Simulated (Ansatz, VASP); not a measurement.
## Two plane-wave programs on CO2

```
CELL_PARAMETERS angstrom
3.51610 0.00000 0.00000
0.00000 3.51610 0.00000
0.00000 0.00000 4.10430
ATOMIC_POSITIONS crystal
C 0.04000 0.00000 0.00000
C 0.50000 0.50000 0.50000
O 0.23000 0.23000 0.00000
O 0.27000 0.73000 0.50000
O 0.77000 0.77000 0.00000
O 0.73000 0.27000 0.50000
```

Alike in both runs: task single point; functional PBEsol; k mesh 4 × 4 × 4; no spin polarisation.

```csv
,VASP,Ansatz
version,VASP 6.6.1,Ansatz 0.2.0
potentials or method,"VASP PAW PBE potentials, release 64 (C, O), cutoff 520 eV","plane waves, PAW"
occupations,"gaussian, width 0.01 eV",fixed
valence electrons in the cell,32,32
```

Ansatz gave:

```
rms of the force components (eV/Å) : 6.264
```

Task: What did VASP give for the same quantities?

Result: rms of the force components (eV/Å): 6.812.

VASP's potentials were made for PBE, not for PBEsol. Atom by atom the forces differ by 0.632 eV/Å (rms over components).

The k mesh is coarse, so the values compare programs but aren't converged. Noted on VASP's run: the standard files for N, O and F lose accuracy on very short bonds.
